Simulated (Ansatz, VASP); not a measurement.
Si4Cl: VASP beside Ansatz

```xyz
5
Lattice="4.1942 0.0000 0.0000 -2.0971 3.6323 0.0000 0.0000 0.0000 7.3653" Properties=species:S:1:pos:R:3 pbc="T T T"
Si    0.0000    2.4215    0.0000
Si    2.0971    1.2108    0.0000
Si    0.0000    0.0000    6.0882
Si    0.0000    0.0000    1.2771
Cl    0.0000    0.0000    3.6826
```

Alike in both runs: functional PBE; k mesh 6 × 6 × 4; occupations gaussian, width 0.1 eV; no spin polarisation.

Ansatz relaxed the structure, and its values are those at the end. VASP's run is a single point on that final structure, the one shown.

```csv
,VASP,Ansatz
version,VASP 6.6.1,Ansatz 0.2.0
potentials or method,"VASP PAW PBE potentials, release 64 (Si, Cl), cutoff 520 eV","scalar-relativistic, plane waves, PAW"
valence electrons in the cell,23,23
```

Ansatz gave:

```
gap on the k mesh at the Fermi level (eV) : none
pressure (GPa)                            : -0.1
rms of the force components (eV/Å)        : 0.012
```

Task: Which values does VASP return?

Result: gap on the k mesh at the Fermi level (eV): none; pressure (GPa): -0.1; rms of the force components (eV/Å): 0.013.

A gap of «none» marks a metal or a gap that the smearing closes.
